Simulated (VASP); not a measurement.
Here is a VASP 6.6.1 calculation.

Contents of INCAR:

```
PREC = Accurate
ENCUT = 600
EDIFF = 1E-7
ISMEAR = 0
SIGMA = 0.1
LREAL = F
LASPH = T
NELM = 80
ALGO = Normal
ISIF = 3
LWAVE = F
LCHARG = F
GGA = PE
IBRION = 2
NSW = 90
EDIFFG = -0.04
```

Contents of KPOINTS:

```
Automatic mesh
0
Gamma
  4 4 4
```

Contents of POSCAR:

```
ZrGaH4
1.0
    3.7893606300      0.0000000000      0.0000000000
    0.0000000000      3.7893606300      0.0000000000
    0.0000000000      0.0000000000      5.3589652000
Zr Ga H
1 1 4
Direct
    0.5000000000      0.5000000000      0.5000000000
    0.0000000000      0.0000000000      0.0000000000
    0.5000000000      0.0000000000      0.2500000000
    0.0000000000      0.5000000000      0.7500000000
    0.5000000000      0.0000000000      0.7500000000
    0.0000000000      0.5000000000      0.2500000000
```

Potentials or basis: VASP PAW PBE potentials, release 64 (Zr_sv, Ga_d, H).

The run is started by

```bash
$ cat potpaw_PBE.64/Zr_sv/POTCAR potpaw_PBE.64/Ga_d/POTCAR potpaw_PBE.64/H/POTCAR > POTCAR
$ mpirun -np 1 vasp_std > vasp.out
```

Problem. Predict the relaxed volume.

Solution. 9.13 Å³/atom.

Problem. What does it give for the relaxed cell?

Solution. a = 3.476 Å, b = 3.476 Å, c = 4.532 Å, α = 90.00°, β = 90.00°, γ = 90.00°.

Forces in eV/Å, atoms in the order of the input:
```
Zr   0.000  0.000  0.000
Ga   0.000  0.000  0.000
H    0.000  0.000 -0.019
H    0.000  0.000  0.019
H    0.000  0.000  0.019
H    0.000  0.000 -0.019
```

Caveat: the k points lie up to 0.45 Å⁻¹ apart in the final cell, too coarse for converged energies and pressures of a metal; the volume moved by over 15 % at a fixed basis, so the end points are rough.
